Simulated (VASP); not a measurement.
# Ti3InPb (Pm-3m) in VASP: a series of runs

Ti3InPb is run at these levels: r2SCAN; tasks: single point.

All numbers are computed with VASP 6.6.1; they aren't measurements. Logs are shortened: lines on timing, memory, paths and dates and some standing lists are left out, and cuts for length are marked.

## Step 1: The cell of the first run

The structure is cubic, space group Pm-3m (No. 221). Conventional cell: a = 5.033 Å, b = 5.033 Å, c = 5.033 Å, α = 90.00°, β = 90.00°, γ = 90.00°. Within 4.7 Å of In (site symmetry m-3m) lie 12 Ti at 3.56 Å and 8 Pb at 4.36 Å. Within 3.3 Å of Pb (site symmetry m-3m) lie 6 Ti at 2.52 Å. Ti (site symmetry 4/mmm) has 2 Pb at 2.52 Å within 3.3 Å.

## Step 2: Single point, r2SCAN

POSCAR reads:

```
Ti3InPb
1.0
    5.0333131140      0.0000000000      0.0000000000
    0.0000000000      5.0333131140      0.0000000000
    0.0000000000      0.0000000000      5.0333131140
In Pb Ti
1 1 3
Direct
    0.0000000000      0.0000000000      0.0000000000
    0.5000000000      0.5000000000      0.5000000000
    0.5000000000      0.5000000000      0.0000000000
    0.0000000000      0.5000000000      0.5000000000
    0.5000000000      0.0000000000      0.5000000000
```

INCAR.step1 reads:

```
SYSTEM = Ti3InPb
ALGO = Normal
EDIFF = 1E-4
ENCUT = 520
GGA = PE
ISMEAR = -1
LASPH = .True.
LCHARG = .False.
LREAL = .False.
LWAVE = .True.
NBANDS = 40
NELM = 80
PREC = Accurate
SIGMA = 0.05
```

INCAR.step2 reads:

```
SYSTEM = Ti3InPb
ALGO = Normal
EDIFF = 1E-7
ENCUT = 520
ISIF = 2
ISMEAR = -1
ISTART = 1
LASPH = .True.
LCHARG = .True.
LELF = .True.
LMIXTAU = .True.
LREAL = .False.
LVHAR = .True.
LWAVE = .False.
METAGGA = R2SCAN
NBANDS = 40
NELM = 80
PREC = Accurate
SIGMA = 0.05
```

KPOINTS reads:

```
k-points
0
Gamma
  4 4 4
  0 0 0
```

Potentials or basis: VASP PAW PBE potentials, release 64 (In_d, Pb_d, Ti_sv).

Run with:

```bash
$ cat potpaw_PBE.64/In_d/POTCAR potpaw_PBE.64/Pb_d/POTCAR potpaw_PBE.64/Ti_sv/POTCAR > POTCAR
$ cp INCAR.step1 INCAR
$ mpirun -np 1 vasp_std > vasp.out
$ cp INCAR.step2 INCAR
$ mpirun -np 1 vasp_std > vasp.out
```

OUTCAR:

```text
SYSTEM = Ti3InPb
   EDIFF = 1E-7
   ENCUT = 520
   ISIF = 2
   ISMEAR = -1
   ISTART = 1
   LASPH = .True.
   LREAL = .False.
   METAGGA = R2SCAN
   NELM = 80
   PREC = Accurate

 ion  position               nearest neighbor table
   1  0.000  0.000  0.000-
   2  0.500  0.500  0.500-   3 2.52   4 2.52   5 2.52   3 2.52   5 2.52   4 2.52
   3  0.500  0.500  0.000-   2 2.52   2 2.52
   4  0.000  0.500  0.500-   2 2.52   2 2.52
   5  0.500  0.000  0.500-   2 2.52   2 2.52

  LATTYP: Found a simple cubic cell.
 ALAT       =     5.0333131140

  Lattice vectors:

 A1 = (   5.0333131140,   0.0000000000,   0.0000000000)
 A2 = (   0.0000000000,   5.0333131140,   0.0000000000)
 A3 = (   0.0000000000,   0.0000000000,   5.0333131140)

Analysis of symmetry for initial positions (statically):
=====================================================================
 Subroutine PRICEL returns:
 Original cell was already a primitive cell.

 Routine SETGRP: Setting up the symmetry group for a
 simple cubic supercell.

 Subroutine GETGRP returns: Found 48 space group operations
 (whereof 48 operations were pure point group operations)
 out of a pool of 48 trial point group operations.

The static configuration has the point symmetry O_h .

Analysis of symmetry for dynamics (positions and initial velocities):
=====================================================================
 Subroutine PRICEL returns:
 Original cell was already a primitive cell.

 Routine SETGRP: Setting up the symmetry group for a
 simple cubic supercell.

 Subroutine GETGRP returns: Found 48 space group operations
 (whereof 48 operations were pure point group operations)
 out of a pool of 48 trial point group operations.

The dynamic configuration has the point symmetry O_h .

 Subroutine INISYM returns: Found 48 space group operations
 (whereof 48 operations are pure point group operations),
 and found     1 'primitive' translations

----------------------------------------------------------------------------------------

                                     Primitive cell

  volume of cell :     127.5152

  direct lattice vectors                    reciprocal lattice vectors
     5.033313114  0.000000000  0.000000000     0.198676295  0.000000000  0.000000000
     0.000000000  5.033313114  0.000000000     0.000000000  0.198676295  0.000000000
     0.000000000  0.000000000  5.033313114     0.000000000  0.000000000  0.198676295

  length of vectors
     5.033313114  5.033313114  5.033313114     0.198676295  0.198676295  0.198676295

  position of ions in fractional coordinates (direct lattice)
     0.000000000  0.000000000  0.000000000
     0.500000000  0.500000000  0.500000000
     0.500000000  0.500000000  0.000000000
     0.000000000  0.500000000  0.500000000
     0.500000000  0.000000000  0.500000000

  ion indices of the primitive-cell ions
   primitive index   ion index
                 1           1
                 2           2
                 3           3
                 4           4
                 5           5

----------------------------------------------------------------------------------------

 KPOINTS: k-points

Automatic generation of k-mesh.
 Grid dimensions read from file:
 generate k-points for:    4    4    4

 Generating k-lattice:

  Cartesian coordinates                     Fractional coordinates (reciprocal lattice)
     0.049669074  0.000000000  0.000000000     0.250000000  0.000000000  0.000000000
     0.000000000  0.049669074  0.000000000     0.000000000  0.250000000  0.000000000
     0.000000000  0.000000000  0.049669074     0.000000000  0.000000000  0.250000000

  Length of vectors
     0.049669074  0.049669074  0.049669074

  Shift w.r.t. Gamma in fractional coordinates (k-lattice)
     0.000000000  0.000000000  0.000000000

 Subroutine IBZKPT returns following result:
 ===========================================

 Found     10 irreducible k-points:

 Following reciprocal coordinates:
            Coordinates               Weight
  0.000000  0.000000  0.000000      1.000000
  0.250000  0.000000  0.000000      6.000000
  0.500000  0.000000  0.000000      3.000000
  0.250000  0.250000  0.000000     12.000000
  0.500000  0.250000  0.000000     12.000000
  0.500000  0.500000  0.000000      3.000000
  0.250000  0.250000  0.250000      8.000000
  0.500000  0.250000  0.250000     12.000000
  0.500000  0.500000  0.250000      6.000000
  0.500000  0.500000  0.500000      1.000000
   k-points           NKPTS =     10   k-points in BZ     NKDIM =     10   number of bands    NBANDS=     40
   number of dos      NEDOS =    301   number of ions     NIONS =      5
   total plane-waves  NPLWV =  64000
   dimension x,y,z NGX =    40 NGY =   40 NGZ =   40
   dimension x,y,z NGXF=    80 NGYF=   80 NGZF=   80
   ions per type =               1   1   3
   NGX,Y,Z   is equivalent  to a cutoff of  13.21, 13.21, 13.21 a.u.
   NGXF,Y,Z  is equivalent  to a cutoff of  26.42, 26.42, 26.42 a.u.
 SYSTEM =  Ti3InPb
   PREC   = accura    normal or accurate (medium, high low for compatibility)
   ISTART =      1    job   : 0-new  1-cont  2-samecut
   ICHARG =      0    charge: 1-file 2-atom 10-const
   ISPIN  =      1    spin polarized calculation?
   LNONCOLLINEAR =      F non collinear calculations
   LSORBIT =      F    spin-orbit coupling
   LASPH  =      T    aspherical Exc in radial PAW
   ENCUT  =  520.0 eV  38.22 Ry    6.18 a.u.   9.36  9.36  9.36*2*pi/ulx,y,z
   NELM   =     80;   NELMIN=  2; NELMDL=  0     # of ELM steps
   EDIFF  = 0.1E-06   stopping-criterion for ELM
   LREAL  =      F    real-space projection
   EDIFFG = 0.1E-05   stopping-criterion for IOM
   NSW    =      0    number of steps for IOM
   IBRION =     -1    ionic relax: 0-MD 1-quasi-New 2-CG
   NFREE  =      0    steps in history (QN), initial steepest desc. (CG)
   ISIF   =      2    stress and relaxation
   ISYM   =      2    0-nonsym 1-usesym 2-fastsym
   POTIM  = 0.5000    time-step for ionic-motion
   TEBEG  =    0.0;   TEEND  =   0.0 temperature during run
   PSTRESS=    0.0 pullay stress
   NELECT =      63.0000    total number of electrons
   NUPDOWN=      -1.0000    fix difference up-down
   EMIN   =  10.00;   EMAX   =-10.00  energy-range for DOS
   EFERMI =   0.00;   METHOD = LEGACY
   ISMEAR =    -1;   SIGMA  =   0.05  broadening in eV -4-tet -1-fermi 0-gaus
   EFERMI_NEDOS =   21; number of points for ismear=-14 and -15
   IALGO  =     38    algorithm
   IMIX   =      4    mixing-type and parameters
     AMIX     =   0.40;   BMIX     =  1.00
     AMIX_MAG =   1.60;   BMIX_MAG =  1.00
  volume/ion in A,a.u.               =      25.50       172.10
  Fermi-wavevector in a.u.,A,eV,Ry     =   1.294199  2.445682 22.789093  1.674951
  Thomas-Fermi vector in A             =   2.425797
   LORBIT       =      0    0 simple, 1 ext, 2 COOP (PROOUT), +10 PAW based schemes
   METAGGA = R2SCAN    functional components
   LHFCALC =     F    Hartree Fock is set to
   AEXX    =    0.0000 exact exchange contribution
   IVDW    =     0    specifies the selected vdW correction
   LEPSILON=     F    determine dielectric tensor
   LRPA    =     F    only Hartree local field effects (RPA)
 non-spin polarized calculation
  energy-cutoff  :      520.00
  volume of cell :      127.52
 maximum number of plane-waves:      3468
 NGX is ok and might be reduce to    40
   NGX = 19   NGY = 19   NGZ = 19

 number of electron      63.0000017 magnetization

 Free energy of the ion-electron system (eV)
  ---------------------------------------------------
  ext. energy  EPLUGINS =         0.00000000
  ---------------------------------------------------
  free energy    TOTEN  =      -112.76859183 eV

  energy without entropy =     -112.70353392  energy(sigma->0) =     -112.73606287

 E-fermi :   6.2500     XC(G=0): -10.8051

 val. band max:        6.1754145069   @ k =   0.5000   0.2500   0.2500
 cond. band min:       6.2584162051   @ k =   0.5000   0.2500   0.0000
 fundamental gap:      0.0830016982
 Fermi energy:         6.2499808546

 k-point     1 :       0.0000    0.0000    0.0000
  band No.  band energies     occupation
      1     -53.7201      2.00000
      2     -53.7102      2.00000
      3     -53.7102      2.00000
      4     -28.9871      2.00000
      5     -28.9871      2.00000
      6     -28.9871      2.00000
[... 32 lines left out ...]
     39       7.8600      0.00000
     40       7.8621      0.00000

 k-point     2 :       0.2500    0.0000    0.0000
  band No.  band energies     occupation
      1     -53.7186      2.00000
      2     -53.7109      2.00000
      3     -53.7102      2.00000
      4     -28.9898      2.00000
      5     -28.9822      2.00000
      6     -28.9822      2.00000
[... 32 lines left out ...]
     39       7.8615      0.00000
     40       8.0199      0.00000

 k-point     3 :       0.5000    0.0000    0.0000
  band No.  band energies     occupation
      1     -53.7168      2.00000
      2     -53.7122      2.00000
      3     -53.7102      2.00000
      4     -28.9940      2.00000
      5     -28.9760      2.00000
      6     -28.9760      2.00000
[... 32 lines left out ...]
     39       7.8609      0.00000
     40       7.8666      0.00000

 k-point     4 :       0.2500    0.2500    0.0000
  band No.  band energies     occupation
      1     -53.7173      2.00000
      2     -53.7112      2.00000
      3     -53.7106      2.00000
      4     -29.0003      2.00000
      5     -28.9769      2.00000
      6     -28.9744      2.00000
[... 32 lines left out ...]
     39       7.5305      0.00000
     40       7.9227      0.00000

 k-point     5 :       0.5000    0.2500    0.0000
  band No.  band energies     occupation
      1     -53.7155      2.00000
      2     -53.7122      2.00000
      3     -53.7108      2.00000
      4     -29.0097      2.00000
      5     -28.9698      2.00000
      6     -28.9690      2.00000
[... 32 lines left out ...]
     39       7.3758      0.00000
     40       7.9067      0.00000

 k-point     6 :       0.5000    0.5000    0.0000
  band No.  band energies     occupation
      1     -53.7135      2.00000
      2     -53.7122      2.00000
      3     -53.7122      2.00000
      4     -29.0239      2.00000
      5     -28.9696      2.00000
      6     -28.9638      2.00000
[... 32 lines left out ...]
     39       7.4376      0.00000
     40       7.9571      0.00000

 k-point     7 :       0.2500    0.2500    0.2500
  band No.  band energies     occupation
      1     -53.7161      2.00000
      2     -53.7112      2.00000
      3     -53.7112      2.00000
      4     -29.0120      2.00000
      5     -28.9716      2.00000
      6     -28.9716      2.00000
[... 32 lines left out ...]
     39       7.7401      0.00000
     40       7.8129      0.00000

 k-point     8 :       0.5000    0.2500    0.2500
  band No.  band energies     occupation
      1     -53.7145      2.00000
      2     -53.7122      2.00000
      3     -53.7111      2.00000
      4     -29.0239      2.00000
      5     -28.9680      2.00000
      6     -28.9656      2.00000
[... 32 lines left out ...]
     39       7.6599      0.00000
     40       7.7998      0.00000

 k-point     9 :       0.5000    0.5000    0.2500
  band No.  band energies     occupation
      1     -53.7128      2.00000
      2     -53.7122      2.00000
      3     -53.7122      2.00000
      4     -29.0384      2.00000
      5     -28.9695      2.00000
      6     -28.9638      2.00000
[... 32 lines left out ...]
     39       7.5323      0.00000
     40       7.8772      0.00000

 k-point    10 :       0.5000    0.5000    0.5000
  band No.  band energies     occupation
      1     -53.7121      2.00000
      2     -53.7121      2.00000
      3     -53.7121      2.00000
      4     -29.0537      2.00000
      5     -28.9695      2.00000
      6     -28.9695      2.00000
[... 32 lines left out ...]
     39       7.7152      0.00000
     40       7.7639      0.00000

------------------------ aborting loop because EDIFF is reached ----------------------------------------

  FORCE on cell =-STRESS in cart. coord.  units (eV):
  Direction    XX          YY          ZZ          XY          YZ          ZX
  --------------------------------------------------------------------------------------
  -------------------------------------------------------------------------------------
  Total        1.3386388      1.3386388      1.3386388      0.0000000      0.0000000      0.0000000
  in kB       16.8194641     16.8194641     16.8194641      0.0000000      0.0000000      0.0000000
  external PRESSURE =      16.8194641 kB  Pullay stress =       0.0000000 kB

 VOLUME and BASIS-vectors are now :
 -----------------------------------------------------------------------------
  energy-cutoff  :      520.00
  volume of cell :      127.52
      direct lattice vectors                 reciprocal lattice vectors
     5.033313114  0.000000000  0.000000000     0.198676295  0.000000000  0.000000000
     0.000000000  5.033313114  0.000000000     0.000000000  0.198676295  0.000000000
     0.000000000  0.000000000  5.033313114     0.000000000  0.000000000  0.198676295

 POSITION                                       TOTAL-FORCE (eV/Angst)
 -----------------------------------------------------------------------------------
      0.00000      0.00000      0.00000         0.000000      0.000000      0.000000
      2.51666      2.51666      2.51666         0.000000      0.000000      0.000000
      2.51666      2.51666      0.00000         0.000000      0.000000      0.000000
      0.00000      2.51666      2.51666         0.000000      0.000000      0.000000
      2.51666      0.00000      2.51666         0.000000      0.000000      0.000000
 -----------------------------------------------------------------------------------
    total drift:                               -0.000000      0.000000     -0.000000

  FREE ENERGIE OF THE ION-ELECTRON SYSTEM (eV)
  ---------------------------------------------------
  free  energy   TOTEN  =      -112.7685918255 eV

  energy  without entropy=     -112.7035339210  energy(sigma->0) =     -112.73606287
```

Run time: 1.9 min. Hardware: 1 thread of Intel Xeon 6975P-C (Granite Rapids), shared host; peak memory 0.28 GiB.

What came out:

```yaml
Free_energy: -112.7686 eV
Pressure: 1.7 GPa
```

Levels at points of the mesh, in eV from the Fermi level:
| k point | band 29 | band 30 | band 31 | band 32 | band 33 | band 34 |
| --- | --- | --- | --- | --- | --- | --- |
| (0.00, 0.00, 0.00) | -0.79 | -0.64 | -0.64 | -0.64 | 0.90 | 0.90 |
| (0.50, 0.00, 0.00) | -0.88 | -0.88 | -0.46 | -0.10 | 0.43 | 0.64 |
| (0.50, 0.50, 0.00) | -1.26 | -0.81 | 0.09 | 0.09 | 0.15 | 0.15 |
| (0.50, 0.50, 0.50) | -1.35 | -1.35 | 0.06 | 0.06 | 0.06 | 0.09 |

Caveat: the PAW data sets were made with another functional, which shifts forces and pressure a little; spin-orbit coupling is left out, which moves the levels of the heavy elements.

## Step 3: Single point, r2SCAN

This run uses another cell than the first one, of 26.02 Å³/atom, 1.020 times its volume.

POSCAR: that of step 2 with these lines changed.

```diff
@@ -2,5 +2,5 @@
 1.0
-    5.0333131140      0.0000000000      0.0000000000
-    0.0000000000      5.0333131140      0.0000000000
-    0.0000000000      0.0000000000      5.0333131140
+    5.0673230180      0.0000000000      0.0000000000
+    0.0000000000      5.0673230180      0.0000000000
+    0.0000000000      0.0000000000      5.0673230180
 In Pb Ti
```

INCAR.step1 reads:

```
ALGO = Normal
EDIFF = 1E-4
ENCUT = 520
GGA = PE
ISMEAR = -1
LASPH = T
LCHARG = F
LREAL = F
LWAVE = T
NBANDS = 40
NELM = 80
PREC = Accurate
SIGMA = 0.05
```

INCAR.step2 reads:

```
ALGO = Normal
EDIFF = 1E-6
ENCUT = 520
ISIF = 2
ISMEAR = -1
ISTART = 1
LASPH = T
LCHARG = T
LELF = T
LMIXTAU = T
LREAL = F
LVHAR = T
LWAVE = F
METAGGA = R2SCAN
NBANDS = 40
NELM = 80
PREC = Accurate
SIGMA = 0.05
```

KPOINTS reads:

```
k-points
0
Gamma
  4 4 4
```

Potentials or basis: VASP PAW PBE potentials, release 64 (In_d, Pb_d, Ti_sv).

Run with:

```bash
$ cat potpaw_PBE.64/In_d/POTCAR potpaw_PBE.64/Pb_d/POTCAR potpaw_PBE.64/Ti_sv/POTCAR > POTCAR
$ cp INCAR.step1 INCAR
$ mpirun -np 1 vasp_std > vasp.out
$ cp INCAR.step2 INCAR
$ mpirun -np 1 vasp_std > vasp.out
```

Wall time 93 s (1 thread of Intel Xeon 6975P-C (Granite Rapids), shared host); peak memory 0.27 GiB.

The run converged. Its results:

```yaml
Free_energy: -112.7850 eV
Pressure: 0.2 GPa
```

Levels at points of the mesh, in eV from the Fermi level:
```
           k point  band 27  band 28  band 29  band 30  band 31  band 32  band 33  band 34  band 35  band 36
(0.00, 0.00, 0.00)    -1.81    -0.77    -0.77    -0.63    -0.63    -0.63     0.88     0.88     0.88     1.25
(0.50, 0.00, 0.00)    -2.04    -2.04    -0.86    -0.86    -0.45    -0.10     0.41     0.62     0.79     0.79
(0.50, 0.50, 0.00)    -2.44    -1.23    -1.23    -0.79     0.09     0.09     0.15     0.15     0.62     0.72
(0.50, 0.50, 0.50)    -4.09    -1.32    -1.32    -1.32     0.06     0.06     0.06     0.09     0.09     0.09
```

Caveat: the PAW data sets were made with another functional, which shifts forces and pressure a little; spin-orbit coupling is left out, which moves the levels of the heavy elements.

(Continued in part 2 of 2.)
